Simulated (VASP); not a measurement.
Hf: single point with r2SCAN

Hf:

```
Hf
1.0
    -1.78061    1.78061    1.78061
     1.78061   -1.78061    1.78061
     1.78061    1.78061   -1.78061
Hf
1
Direct
  0.00000 0.00000 0.00000
```

| Quantity | Value |
| --- | --- |
| Program | VASP 6.6.1 |
| Task | single point |
| Functional | r2SCAN |
| Potentials or basis | VASP PAW PBE potentials, release 64 (Hf_pv) |
| Cutoff | 520 eV |
| k mesh | 10 × 10 × 10 |
| Occupations | fermi-dirac, width 0.05 eV |
| Spin | no spin polarisation |

| Property | Result |
| --- | --- |
| Pressure | -2.2 GPa |
| Band gap on the k mesh | zero (band 5 reaches 6.16 eV, above the bottom of band 6 at 3.63 eV) |

Levels at points of the mesh, in eV from the Fermi level:
```
           k point  band 3  band 4  band 5  band 6  band 7  band 8
(0.00, 0.00, 0.00)  -31.02   -7.35    1.77    1.77    1.77    4.56
(0.50, 0.00, 0.00)  -31.02   -3.44   -0.36    0.83    4.43    5.41
(0.50, 0.50, 0.50)  -31.58   -2.66   -2.66    7.03    7.03    7.03
```

It took 29 s on 1 thread of Intel Xeon 6975P-C (shared host), peak memory 0.15 GiB.

Caveat: the PAW data sets were made with another functional, which shifts forces and pressure a little; spin-orbit coupling is left out, which moves the levels of the heavy elements.
